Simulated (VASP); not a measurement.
# SrO in VASP: a series of runs

SrO is run at these levels: PBE; tasks: single point.

All numbers are computed with VASP 6.6.1; they aren't measurements. Logs are shortened: lines on timing, memory, paths and dates and some standing lists are left out, and cuts for length are marked.

### 1 The cell of the first run

It takes space group C2 (No. 5, monoclinic). The conventional cell has a = 6.423 Å, b = 3.777 Å, c = 4.061 Å, α = 90.00°, β = 127.75°, γ = 90.00°. Within 3.4 Å of Sr (site symmetry 2) lie 6 O at 2.56 to 2.99 Å. Within 3.4 Å of O (site symmetry 2) lie 6 Sr at 2.56 to 2.99 Å.

### 2 Single point, PBE (strained and its atoms moved)

The input, INCAR:

```
SYSTEM = SrO
PREC = Accurate
ENCUT = 520
EDIFF = 1E-6
ISMEAR = 0
SIGMA = 0.02
LREAL = .FALSE.
LASPH = .TRUE.
NELM = 80
ALGO = Normal
ISIF = 2
LWAVE = .FALSE.
LCHARG = .FALSE.
GGA = PE
NBANDS = 15
```

The input, KPOINTS:

```
regular mesh
0
G
  8 8 8
  0 0 0
```

The input, POSCAR:

```
SrO
1.0
   -0.0483636360      2.8715973120      2.8715973120
    2.5158342000      0.0761174760      2.7471162000
    2.5158342000      2.7471162000      0.0761174760
Sr O
1 1
Direct
    0.0000000000     -0.0412740358      0.0412740358
    0.5000000000      0.5412740358      0.4587259642
```

Potentials or basis: VASP PAW PBE potentials, release 64 (Sr_sv, O).

Run with:

```bash
cat potpaw_PBE.64/Sr_sv/POTCAR potpaw_PBE.64/O/POTCAR > POTCAR
mpirun -np 1 vasp_std > vasp.out
```

OUTCAR:

```text
SYSTEM = SrO
   PREC = Accurate
   ENCUT = 520
   EDIFF = 1E-6
   ISMEAR = 0
   LREAL = .FALSE.
   LASPH = .TRUE.
   NELM = 80
   ISIF = 2
   GGA = PE

 ion  position               nearest neighbor table
   1  0.000  0.959  0.041-   2 2.56   2 2.56   2 2.57   2 2.57   2 2.99   2 2.99
   2  0.500  0.541  0.459-   1 2.56   1 2.56   1 2.57   1 2.57   1 2.99   1 2.99

  LATTYP: Found a base centered monoclinic cell.
 ALAT       =     6.4233156287
 B/A-ratio  =     0.5880705291
 C/A-ratio  =     0.6322809081
 COS(beta)  =    -0.6122155413

  Lattice vectors:

 A1 = (  -2.5158342000,  -0.0761174760,  -2.7471162000)
 A2 = (  -2.5158342000,  -2.7471162000,  -0.0761174760)
 A3 = (  -0.0483636360,   2.8715973120,   2.8715973120)

Analysis of symmetry for initial positions (statically):
=====================================================================
 Subroutine PRICEL returns:
 Original cell was already a primitive cell.

 Routine SETGRP: Setting up the symmetry group for a
 base centered monoclinic supercell.

 Subroutine GETGRP returns: Found  2 space group operations
 (whereof  2 operations were pure point group operations)
 out of a pool of  4 trial point group operations.

The static configuration has the point symmetry C_2 .

Analysis of symmetry for dynamics (positions and initial velocities):
=====================================================================
 Subroutine PRICEL returns:
 Original cell was already a primitive cell.

 Routine SETGRP: Setting up the symmetry group for a
 base centered monoclinic supercell.

 Subroutine GETGRP returns: Found  2 space group operations
 (whereof  2 operations were pure point group operations)
 out of a pool of  4 trial point group operations.

The dynamic configuration has the point symmetry C_2 .

 Subroutine INISYM returns: Found  2 space group operations
 (whereof  2 operations are pure point group operations),
 and found     1 'primitive' translations

----------------------------------------------------------------------------------------

                                     Primitive cell

  volume of cell :      38.9578

  direct lattice vectors                    reciprocal lattice vectors
    -0.048363636  2.871597312  2.871597312    -0.193564842  0.172489105  0.172489105
     2.515834200  0.076117476  2.747116200     0.196880721 -0.185537957  0.188853835
     2.515834200  2.747116200  0.076117476     0.196880721  0.188853835 -0.185537957

  length of vectors
     4.061339839  3.725837222  3.725837222     0.311403807  0.329927451  0.329927451

  position of ions in fractional coordinates (direct lattice)
     0.000000000  0.958725964  0.041274036
     0.500000000  0.541274036  0.458725964

  ion indices of the primitive-cell ions
   primitive index   ion index
                 1           1
                 2           2

----------------------------------------------------------------------------------------

 KPOINTS: regular mesh

Automatic generation of k-mesh.
 Grid dimensions read from file:
 generate k-points for:    8    8    8

 Generating k-lattice:

  Cartesian coordinates                     Fractional coordinates (reciprocal lattice)
    -0.024195605  0.021561138  0.021561138     0.125000000  0.000000000  0.000000000
     0.024610090 -0.023192245  0.023606729    -0.000000000  0.125000000 -0.000000000
     0.024610090  0.023606729 -0.023192245    -0.000000000  0.000000000  0.125000000

  Length of vectors
     0.038925476  0.041240931  0.041240931

  Shift w.r.t. Gamma in fractional coordinates (k-lattice)
     0.000000000  0.000000000  0.000000000

 Subroutine IBZKPT returns following result:
 ===========================================

 Found    150 irreducible k-points:

 Following reciprocal coordinates:
            Coordinates               Weight
  0.000000  0.000000  0.000000      1.000000
  0.125000  0.000000  0.000000      2.000000
  0.250000  0.000000  0.000000      2.000000
  0.375000  0.000000  0.000000      2.000000
  0.500000  0.000000  0.000000      1.000000
  0.000000  0.125000 -0.000000      4.000000
[... 16 lines left out ...]
  0.125000  0.375000 -0.000000      4.000000
  0.250000  0.375000 -0.000000      4.000000
 [... further k-points ...]
   k-points           NKPTS =    150   k-points in BZ     NKDIM =    150   number of bands    NBANDS=     15
   number of dos      NEDOS =    301   number of ions     NIONS =      2
   total plane-waves  NPLWV =  23520
   dimension x,y,z NGX =    30 NGY =   28 NGZ =   28
   dimension x,y,z NGXF=    60 NGYF=   56 NGZF=   56
   ions per type =               1   1
   NGX,Y,Z   is equivalent  to a cutoff of  12.28, 12.49, 12.49 a.u.
   NGXF,Y,Z  is equivalent  to a cutoff of  24.56, 24.99, 24.99 a.u.
 SYSTEM =  SrO
   PREC   = accura    normal or accurate (medium, high low for compatibility)
   ISTART =      0    job   : 0-new  1-cont  2-samecut
   ICHARG =      2    charge: 1-file 2-atom 10-const
   ISPIN  =      1    spin polarized calculation?
   LNONCOLLINEAR =      F non collinear calculations
   LSORBIT =      F    spin-orbit coupling
   LASPH  =      T    aspherical Exc in radial PAW
   ENCUT  =  520.0 eV  38.22 Ry    6.18 a.u.   7.55  6.93  6.93*2*pi/ulx,y,z
   NELM   =     80;   NELMIN=  2; NELMDL= -5     # of ELM steps
   EDIFF  = 0.1E-05   stopping-criterion for ELM
   LREAL  =      F    real-space projection
   EDIFFG = 0.1E-04   stopping-criterion for IOM
   NSW    =      0    number of steps for IOM
   IBRION =     -1    ionic relax: 0-MD 1-quasi-New 2-CG
   NFREE  =      0    steps in history (QN), initial steepest desc. (CG)
   ISIF   =      2    stress and relaxation
   ISYM   =      2    0-nonsym 1-usesym 2-fastsym
   POTIM  = 0.5000    time-step for ionic-motion
   TEBEG  =    0.0;   TEEND  =   0.0 temperature during run
   PSTRESS=    0.0 pullay stress
   NELECT =      16.0000    total number of electrons
   NUPDOWN=      -1.0000    fix difference up-down
   EMIN   =  10.00;   EMAX   =-10.00  energy-range for DOS
   EFERMI =   0.00;   METHOD = LEGACY
   ISMEAR =     0;   SIGMA  =   0.02  broadening in eV -4-tet -1-fermi 0-gaus
   EFERMI_NEDOS =   21; number of points for ismear=-14 and -15
   IALGO  =     38    algorithm
   IMIX   =      4    mixing-type and parameters
     AMIX     =   0.40;   BMIX     =  1.00
     AMIX_MAG =   1.60;   BMIX_MAG =  1.00
  volume/ion in A,a.u.               =      19.48       131.45
  Fermi-wavevector in a.u.,A,eV,Ry     =   1.216887  2.299582 20.147688  1.480813
  Thomas-Fermi vector in A             =   2.352226
   LORBIT       =      0    0 simple, 1 ext, 2 COOP (PROOUT), +10 PAW based schemes
   GGA     = PE    functional components
   LHFCALC =     F    Hartree Fock is set to
   AEXX    =    0.0000 exact exchange contribution
   IVDW    =     0    specifies the selected vdW correction
   LEPSILON=     F    determine dielectric tensor
   LRPA    =     F    only Hartree local field effects (RPA)
 non-spin polarized calculation
 Gauss-broadening in eV      SIGMA  =   0.02
  energy-cutoff  :      520.00
  volume of cell :       38.96
 maximum number of plane-waves:      1070
   NGX = 15   NGY = 13   NGZ = 13

 number of electron      16.0000000 magnetization

 Free energy of the ion-electron system (eV)
  ---------------------------------------------------
  ext. energy  EPLUGINS =         0.00000000
  ---------------------------------------------------
  free energy    TOTEN  =       -11.88693413 eV

  energy without entropy =      -11.88693413  energy(sigma->0) =      -11.88693413

 E-fermi :   1.1140     XC(G=0):  -9.3766

 val. band max:        1.0350514051   @ k =   0.0000   0.0000   0.0000
 cond. band min:       3.9975997789   @ k =   0.0000   0.0000   0.0000
 fundamental gap:      2.9625483738
 Fermi energy:         1.1139898480

 k-point     1 :       0.0000    0.0000    0.0000
  band No.  band energies     occupation
      1     -31.7810      2.00000
      2     -14.0235      2.00000
      3     -13.5425      2.00000
      4     -13.4942      2.00000
      5     -13.4472      2.00000
      6       0.8081      2.00000
      7       0.9638      2.00000
      8       1.0351      2.00000
      9       3.9976      0.00000
     10       6.4812      0.00000
     11       7.5197      0.00000
     12       7.5498      0.00000
     13       8.7123      0.00000
     14       9.7478      0.00000
     15      13.1543      0.00000

 k-point     2 :       0.1250    0.0000    0.0000
  band No.  band energies     occupation
      1     -31.7714      2.00000
      2     -14.3893      2.00000
      3     -13.5970      2.00000
      4     -13.5133      2.00000
      5     -13.0395      2.00000
      6       0.4404      2.00000
      7       0.8244      2.00000
      8       0.9823      2.00000
      9       4.5797      0.00000
     10       6.5083      0.00000
     11       7.4873      0.00000
     12       7.6849      0.00000
     13       9.0891      0.00000
     14      10.1220      0.00000
     15      13.8434      0.00000

 k-point     3 :       0.2500    0.0000    0.0000
  band No.  band energies     occupation
      1     -31.7483      2.00000
      2     -14.8864      2.00000
      3     -13.6329      2.00000
      4     -13.5132      2.00000
      5     -12.5828      2.00000
      6      -0.2048      2.00000
      7       0.5700      2.00000
      8       0.7811      2.00000
      9       5.7565      0.00000
     10       6.6000      0.00000
     11       7.8794      0.00000
     12       8.1674      0.00000
     13       9.8573      0.00000
     14      10.9300      0.00000
     15      15.0673      0.00000
[... 343 lines left out ...]
 k-point    23 :       0.1250    0.3750   -0.0000
  band No.  band energies     occupation
      1     -31.7128      2.00000
      2     -14.9878      2.00000
      3     -13.6735      2.00000
      4     -13.6137      2.00000
      5     -12.6412      2.00000
      6      -0.4235      2.00000
      7       0.2032      2.00000
      8       0.5599      2.00000
      9       6.3374      0.00000
     10       7.2740      0.00000
     11       8.5831      0.00000
     12       9.4930      0.00000
     13      10.3783      0.00000
     14      11.1357      0.00000
     15      15.0823      0.00000

 k-point    24 :       0.2500    0.3750   -0.0000
  band No.  band energies     occupation
      1     -31.7093      2.00000
      2     -14.7625      2.00000
      3     -13.7479      2.00000
      4     -13.6570      2.00000
      5     -12.9278      2.00000
      6      -0.1631      2.00000
      7       0.5337      2.00000
      8       0.8322      2.00000
      9       5.4791      0.00000
     10       7.0350      0.00000
     11       9.2903      0.00000
     12       9.7705      0.00000
     13      10.2092      0.00000
     14      10.7182      0.00000
     15      15.2099      0.00000

 [... further k-points ...]
[... 5 lines left out ...]
  --------------------------------------------------------------------------------------
  -------------------------------------------------------------------------------------
  Total       -0.6753834     -1.4489729     -1.4489729      0.2748567     -0.7949526      0.2748567
  in kB      -27.7758230    -59.5904689    -59.5904689     11.3037594    -32.6932263     11.3037594
  external PRESSURE =     -48.9855870 kB  Pullay stress =       0.0000000 kB

 VOLUME and BASIS-vectors are now :
 -----------------------------------------------------------------------------
  energy-cutoff  :      520.00
  volume of cell :       38.96
      direct lattice vectors                 reciprocal lattice vectors
    -0.048363636  2.871597312  2.871597312    -0.193564842  0.172489105  0.172489105
     2.515834200  0.076117476  2.747116200     0.196880721 -0.185537957  0.188853835
     2.515834200  2.747116200  0.076117476     0.196880721  0.188853835 -0.185537957

 POSITION                                       TOTAL-FORCE (eV/Angst)
 -----------------------------------------------------------------------------------
      2.51583      0.18636      2.63687         0.000000     -0.080036      0.080036
      2.49165      2.73717      2.95766         0.000000      0.080036     -0.080036
 -----------------------------------------------------------------------------------
    total drift:                               -0.000000      0.000259     -0.000259

  FREE ENERGIE OF THE ION-ELECTRON SYSTEM (eV)
  ---------------------------------------------------
  free  energy   TOTEN  =       -11.8869341338 eV

  energy  without entropy=      -11.8869341338  energy(sigma->0) =      -11.88693413
```

Run time: 86 s. Hardware: 1 thread of Intel Xeon Platinum 8259CL at 2.50GHz (Skylake/Cascade Lake), shared host; peak memory 0.22 GiB.

What came out:

* Free energy: -11.8869 eV
* Pressure: -4.9 GPa
* Largest force: 0.113 eV/Å
* Band gap on the k mesh: 2.96 eV, direct

Forces in eV/Å, atoms in the order of the input:
```
Sr   0.000 -0.080  0.080
O    0.000  0.080 -0.080
```

Caveat: the cell differs from its parent crystal (strained and its atoms moved).

(Continued in part 2 of 2.)
